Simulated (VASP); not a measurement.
# Cu5Ni: relaxation of cell and atoms with PBE

Cu5Ni:

```
Cu Ni
1.0
     4.52229    0.00000    0.00000
    -2.26114    3.91642    0.00000
     0.00000    0.00000    4.17404
Cu Ni
5 1
Cartesian
  0.7537 1.3055 0.0000
  -1.5074 2.6109 0.0000
  3.0149 0.0000 0.0000
  2.2611 1.3055 2.0870
  0.0000 2.6109 2.0870
  0.0000 0.0000 2.0870
```

```yaml
Program: VASP 6.6.1
Task: relaxation of cell and atoms
Functional: PBE
Potentials_or_basis: VASP PAW PBE potentials, release 64 (Cu, Ni)
Cutoff: 600 eV
k_mesh: 6 × 6 × 4
Occupations: gaussian, width 0.1 eV
Spin: collinear spin, ferromagnetic start
Starting_moments: "[0.0, 0.0, 0.0, 0.0, 0.0, 2.0] μB"
Dipole_correction: no
Further_INCAR_settings: ALGO = Normal; EDIFF = 1e-07; IBRION = 2; EDIFFG = -0.04; NSW = 90; ISIF = 3
```

```
Relaxed volume                                        : 11.78 Å³/atom
Relaxed cell                                          : a = 4.409 Å, b = 4.409 Å, c = 4.198 Å, α = 90.00°, β = 90.00°, γ = 120.00°
Space group after relaxing (to 0.1 Å)                 : P-62m (No. 189)
Energy gained by relaxing                             : 14.6 meV/atom
Ionic steps                                           : 5
Pressure after relaxing                               : 0.2 GPa
Largest force after relaxing                          : 0.020 eV/Å
Net moment                                            : 0.00 μB per cell
Valence electrons inside the program's atomic spheres : Cu 10.00; Ni 9.24
```

Forces on the atoms (eV/Å):
```
Cu  -0.010 -0.017  0.000
Cu  -0.010  0.017  0.000
Cu   0.020  0.000  0.000
Cu   0.000  0.000  0.000
Cu   0.000  0.000  0.000
Ni   0.000  0.000  0.000
```

Stress tensor (GPa, compression positive):
```
0.19 0.00 0.00
0.00 0.19 0.00
0.00 0.00 0.11
```

The path:
```
step  energy change (eV)  largest force (eV/Å)  pressure (GPa)  volume (Å³)
   1              0.0000                0.1601           -5.69        73.93
   2             -0.0690                0.0797            3.04        69.34
   3             -0.0773                0.1040            0.69        70.41
   4             -0.0864                0.0483            0.25        70.57
   5             -0.0875                0.0200            0.17        70.65
```

Final structure:
```yaml
crystal:
  lattice:
    - [4.40857, 0.00000, 0.00000]
    - [-2.20429, 3.81794, 0.00000]
    - [0.00000, 0.00000, 4.19752]
  atoms:
    - { symbol: Cu, position: [0.33026, 0.33026, 0.00000] }
    - { symbol: Cu, position: [0.00000, 0.66974, 0.00000] }
    - { symbol: Cu, position: [0.66974, 0.00000, 0.00000] }
    - { symbol: Cu, position: [0.66667, 0.33333, 0.50000] }
    - { symbol: Cu, position: [0.33333, 0.66667, 0.50000] }
    - { symbol: Ni, position: [0.00000, 0.00000, 0.50000] }
```

Levels at points of the mesh, in eV from the Fermi level:
Spin up:
| k point | band 28 | band 29 | band 30 | band 31 | band 32 | band 33 | band 34 | band 35 | band 36 | band 37 |
| --- | --- | --- | --- | --- | --- | --- | --- | --- | --- | --- |
| (0.00, 0.00, 0.00) | -1.26 | -0.97 | -0.93 | -0.77 | -0.77 | 3.34 | 3.34 | 3.56 | 3.78 | 3.78 |
| (0.50, 0.00, 0.00) | -1.57 | -0.94 | -0.78 | -0.69 | -0.65 | 0.34 | 1.94 | 3.76 | 3.89 | 4.79 |
| (0.00, 0.00, 0.50) | -1.47 | -1.47 | -0.87 | -0.87 | -0.62 | 4.18 | 4.20 | 4.53 | 4.53 | 5.68 |
| (0.50, 0.00, 0.50) | -1.23 | -1.23 | -0.95 | -0.67 | -0.60 | -0.54 | -0.26 | 0.65 | 0.82 | 5.07 |
Spin down:
```tsv
k point	band 29	band 30	band 31	band 32	band 33	band 34	band 35	band 36
(0.00, 0.00, 0.00)	-0.97	-0.93	-0.77	-0.77	3.34	3.34	3.56	3.78
(0.50, 0.00, 0.00)	-0.94	-0.78	-0.69	-0.65	0.34	1.94	3.76	3.89
(0.00, 0.00, 0.50)	-1.47	-0.87	-0.87	-0.62	4.18	4.20	4.53	4.53
(0.50, 0.00, 0.50)	-1.23	-0.95	-0.67	-0.60	-0.54	-0.26	0.65	0.82
```

Run time: 7.8 min on 1 thread of AMD EPYC 9R45 96-Core Processor (Zen 5), on a shared host, peak memory 0.28 GiB.

Caveat: the k points lie up to 0.37 Å⁻¹ apart in the final cell.
